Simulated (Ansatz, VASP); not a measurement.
Ta3BeAl in VASP and in Ansatz

```
Ta Be Al
1.0
     4.65835    0.00000    0.00000
     0.00000    4.65835    0.00000
     0.00000    0.00000    4.65835
Ta Be Al
3 1 1
Direct
  0.00000 0.50000 0.50000
  0.50000 0.00000 0.50000
  0.50000 0.50000 0.00000
  0.00000 0.00000 0.00000
  0.50000 0.50000 0.50000
```

Alike in both runs: functional PBE; k mesh 4 × 4 × 4; occupations gaussian, width 0.1 eV; no spin polarisation.

Ansatz relaxed the structure, and its values are those at the end. VASP's run is a single point on that final structure, the one shown.

```csv
,VASP,Ansatz
version,VASP 6.6.1,Ansatz 0.2.0
potentials or method,"VASP PAW PBE potentials, release 64 (Ta_pv, Be, Al), cutoff 520 eV","scalar-relativistic, plane waves, PAW"
valence electrons in the cell,38,44
```

|  | VASP | Ansatz | Ansatz less VASP |
| --- | --- | --- | --- |
| gap on the k mesh at the Fermi level (eV) | none | none | - |
| pressure (GPa) | 0.4 | 0.4 | -0.03 |

A gap of «none» marks a metal or a gap that the smearing closes. The functional is the same, so the differences come from potentials, cutoffs and numerics. VASP's potentials hold 38 valence electrons a cell and Ansatz's 44, so a difference there can come from the potentials and not from the codes.

Neither program's run includes spin-orbit coupling.
